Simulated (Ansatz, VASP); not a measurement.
# One calculation of TiPt5, two programs

```
Ti Pt
1.0
     3.90823    0.00000    0.00000
     0.00000    3.90823    0.00000
     0.00000    0.00000    6.45792
Ti Pt
1 5
Cartesian
  1.9541 1.9541 3.2290
  0.0000 1.9541 1.3000
  1.9541 0.0000 1.3000
  0.0000 1.9541 5.1579
  1.9541 0.0000 5.1579
  0.0000 0.0000 3.2290
```

Alike in both runs: functional PBE; k mesh 6 × 6 × 4; occupations gaussian, width 0.1 eV; no spin polarisation.

Ansatz relaxed the structure, and its values are those at the end. VASP's run is a single point on that final structure, the one shown.

|  | VASP | Ansatz |
| --- | --- | --- |
| version | VASP 6.6.1 | Ansatz 0.2.0 |
| potentials or method | VASP PAW PBE potentials, release 64 (Ti_sv, Pt), cutoff 520 eV | scalar-relativistic, plane waves, PAW |
| valence electrons in the cell | 62 | 102 |

|  | VASP | Ansatz | Ansatz less VASP |
| --- | --- | --- | --- |
| gap on the k mesh at the Fermi level (eV) | none | none | - |
| pressure (GPa) | -0.2 | 0.1 | +0.34 |
| rms of the force components (eV/Å) | 0.004 | 0.004 | -0.0002 |

A gap of «none» marks a metal or a gap that the smearing closes. VASP's potentials hold 62 valence electrons a cell and Ansatz's 102, so a difference there can come from the potentials and not from the codes.

Spin-orbit coupling is off throughout.
